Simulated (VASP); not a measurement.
# KTaO3 (P4mm) in VASP: further runs, part 3 of 3

VASP 6.6.1.

### Step 6. Single point, r2SCAN

POSCAR

```
KTaO3
1.0
    3.9883000000      0.0000000000      0.0000000000
    0.0000000000      3.9883000000      0.0000000000
    0.0000000000      0.0000000000      3.9883000000
K Ta O
1 1 3
Direct
    0.5000000000      0.5000000000      0.5000000000
   -0.0470125116      0.0000000000      0.0000000000
    0.5000000000      0.0000000000      0.0000000000
    0.0000000000      0.5000000000      0.0000000000
    0.0000000000      0.0000000000      0.5000000000
```

INCAR.step1

```
PREC = Accurate
ENCUT = 520
ISMEAR = 0
SIGMA = 0.05
LREAL = False
LASPH = True
NELM = 100
NBANDS = 27
GGA = PE
ALGO = Normal
EDIFF = 1E-4
LWAVE = True
LCHARG = False
```

INCAR.step2

```
PREC = Accurate
ENCUT = 520
EDIFF = 1E-6
ISMEAR = 0
SIGMA = 0.05
LREAL = False
LASPH = True
NELM = 100
ALGO = Normal
ISIF = 2
LWAVE = False
LCHARG = False
METAGGA = R2SCAN
LMIXTAU = True
NBANDS = 27
ISTART = 1
```

KPOINTS

```
Automatic mesh
0
Gamma
  6 6 6
```

Potentials or basis: VASP PAW PBE potentials, release 64 (K_sv, Ta_pv, O).

The run is started by

```bash
cat potpaw_PBE.64/K_sv/POTCAR potpaw_PBE.64/Ta_pv/POTCAR potpaw_PBE.64/O/POTCAR > POTCAR
cp INCAR.step1 INCAR
mpirun -np 1 vasp_std > vasp.out
cp INCAR.step2 INCAR
mpirun -np 1 vasp_std > vasp.out
```

OUTCAR:

```text
PREC = Accurate
   ENCUT = 520
   EDIFF = 1E-6
   ISMEAR = 0
   LREAL = False
   LASPH = True
   NELM = 100
   ISIF = 2
   METAGGA = R2SCAN
   ISTART = 1

 ion  position               nearest neighbor table
   1  0.500  0.500  0.500-   3 2.82   4 2.82   5 2.82   3 2.82   4 2.82   3 2.82   5 2.82   3 2.82
                             4 2.82   5 2.82   4 2.82   5 2.82   2 3.35   2 3.35   2 3.35   2 3.35
   2  0.953  0.000  0.000-   3 1.81   4 2.00   5 2.00   5 2.00   4 2.00   3 2.18   1 3.35   1 3.35
                             1 3.35   1 3.35   1 3.57   1 3.57   1 3.57   1 3.57
[... 928 lines left out ...]
  -------------------------------------------------------------------------------------
  Total        4.9721842      0.2336049      0.2336049     -0.0000000     -0.0000000      0.0000000
  in kB      125.5724413      5.8996880      5.8996880     -0.0000000     -0.0000000      0.0000000
  external PRESSURE =      45.7906058 kB  Pullay stress =       0.0000000 kB

 VOLUME and BASIS-vectors are now :
 -----------------------------------------------------------------------------
  energy-cutoff  :      520.00
  volume of cell :       63.44
      direct lattice vectors                 reciprocal lattice vectors
     3.988300000  0.000000000  0.000000000     0.250733395  0.000000000  0.000000000
     0.000000000  3.988300000  0.000000000     0.000000000  0.250733395  0.000000000
     0.000000000  0.000000000  3.988300000     0.000000000  0.000000000  0.250733395

 POSITION                                       TOTAL-FORCE (eV/Angst)
 -----------------------------------------------------------------------------------
      1.99415      1.99415      1.99415        -0.476352     -0.000000     -0.000000
      3.80080      0.00000      0.00000         2.291312     -0.000000      0.000000
      1.99415      0.00000      0.00000        -1.537150      0.000000     -0.000000
      0.00000      1.99415      0.00000        -0.138905     -0.000000     -0.000000
      0.00000      0.00000      1.99415        -0.138905     -0.000000     -0.000000
 -----------------------------------------------------------------------------------
    total drift:                                0.000224     -0.000000      0.000000

  FREE ENERGIE OF THE ION-ELECTRON SYSTEM (eV)
  ---------------------------------------------------
  free  energy   TOTEN  =       -87.0307362774 eV

  energy  without entropy=      -87.0307362774  energy(sigma->0) =      -87.03073628
```

OSZICAR.step1:

```text
N       E                     dE             d eps       ncg     rms          rms(c)
DAV:   1     0.320809277803E+03    0.32081E+03   -0.20553E+04  2160   0.142E+03
DAV:   2    -0.301498954855E+02   -0.35096E+03   -0.34073E+03  2555   0.406E+02
DAV:   3    -0.486947380975E+02   -0.18545E+02   -0.18466E+02  3098   0.902E+01
DAV:   4    -0.492285465279E+02   -0.53381E+00   -0.53280E+00  3493   0.100E+01
DAV:   5    -0.492321578487E+02   -0.36113E-02   -0.36109E-02  2855   0.819E-01    0.360E+01
DAV:   6    -0.410955942742E+02    0.81366E+01   -0.34080E+01  2618   0.402E+01    0.136E+01
DAV:   7    -0.409471040779E+02    0.14849E+00   -0.18390E+00  2769   0.881E+00    0.990E+00
DAV:   8    -0.409031963828E+02    0.43908E-01   -0.37921E-01  2746   0.525E+00    0.323E+00
DAV:   9    -0.408854631151E+02    0.17733E-01   -0.35626E-02  2732   0.151E+00    0.414E-01
DAV:  10    -0.408845538314E+02    0.90928E-03   -0.11043E-02  2969   0.690E-01    0.709E-02
DAV:  11    -0.408845522932E+02    0.15382E-05   -0.70776E-04  2778   0.179E-01
   1 F= -.40884552E+02 E0= -.40884552E+02  d E =-.123549E-15
```

Run time: 1.7 min. Hardware: 1 thread of AMD EPYC 9R45 (Zen 5), shared host; peak memory 0.18 GiB.

Results:

```yaml
Free_energy: -87.0307 eV
Pressure: 4.6 GPa
Largest_force: 2.291 eV/Å
Band_gap_on_the_k_mesh: 2.60 eV (least direct gap 3.45 eV)
```

Forces on the atoms (eV/Å):
```
K   -0.476  0.000  0.000
Ta   2.291  0.000  0.000
O   -1.537  0.000  0.000
O   -0.139  0.000  0.000
O   -0.139  0.000  0.000
```

Stress tensor (GPa, compression positive):
```
12.56  0.00  0.00
 0.00  0.59  0.00
 0.00  0.00  0.59
```

Caveat: the cell differs from its parent crystal (all Ta atoms moved +0.188 Å, as atom 2 towards its neighbour atom 3 (O) at 1.994 Å); the stress differs along the axes, from 1 to 13 GPa; the PAW data sets were made with another functional, which shifts forces and pressure a little; spin-orbit coupling is left out, which moves the levels of the heavy elements. A k mesh can miss the band edges.

### Step 7. The runs side by side

```csv
cell,gap on the mesh (eV),pressure (GPa),largest force (eV/Å)
"as given, atomic positions A",2.58,10.7,7.39
"as given, atomic positions B",2.60,6.2,3.58
"as given, atomic positions C",2.60,3.3,1.34
"as given, atomic positions D",2.59,8.2,5.26
"as given, atomic positions E",2.60,4.6,2.29
```

Alike in all rows: task single point; level r2SCAN; potentials or basis VASP PAW PBE potentials, release 64 (K_sv, Ta_pv, O); no spin polarisation; k mesh 6 × 6 × 6; cutoff (eV) 520; smearing gaussian 0.05 eV.

Caveats: the PAW data sets were made with another functional, which shifts forces and pressure a little; spin-orbit coupling is left out, which moves the levels of the heavy elements; the stress differs along the axes, from 0 to 32 GPa (at least some runs); the stress differs along the axes, from 0 to 18 GPa (at least some runs); the stress differs along the axes, from 1 to 8 GPa (at least some runs); the stress differs along the axes, from 0 to 24 GPa (at least some runs); the stress differs along the axes, from 1 to 13 GPa (at least some runs).

Total energies depend on the potentials used, so only differences within one code and one set of settings carry meaning.
